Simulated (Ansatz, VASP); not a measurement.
# Two plane-wave programs on HfNb3F

```xyz
5
Lattice="4.4046 0.0000 0.0000 0.0000 4.4046 0.0000 0.0000 0.0000 4.4046" Properties=species:S:1:pos:R:3 pbc="T T T"
Hf    0.0000    0.0000    0.0000
Nb    0.0000    2.2023    2.2023
Nb    2.2023    0.0000    2.2023
Nb    2.2023    2.2023    0.0000
F     2.2023    2.2023    2.2023
```

Change from the starting cell: species swapped into the SmBRh3 type (Pm-3m, No. 221).

Alike in both runs: functional PBE; k mesh 4 × 4 × 4; occupations gaussian, width 0.1 eV; no spin polarisation.

Ansatz relaxed the structure, and its values are those at the end. VASP's run is a single point on that final structure, the one shown.

```csv
,VASP,Ansatz
version,VASP 6.6.1,Ansatz 0.2.0
potentials or method,"VASP PAW PBE potentials, release 64 (Hf_pv, Nb_sv, F), cutoff 600 eV","scalar-relativistic, plane waves, PAW"
valence electrons in the cell,56,72
```

```csv
,VASP,Ansatz,Ansatz less VASP
gap on the k mesh at the Fermi level (eV),none,none,-
pressure (GPa),-0.1,0.4,+0.42
```

A gap of «none» marks a metal or a gap that the smearing closes. With one functional, cell and mesh, what is left measures potentials, basis and numerics. VASP's potentials hold 56 valence electrons a cell and Ansatz's 72, so a difference there can come from the potentials and not from the codes.

Neither program's run includes spin-orbit coupling.
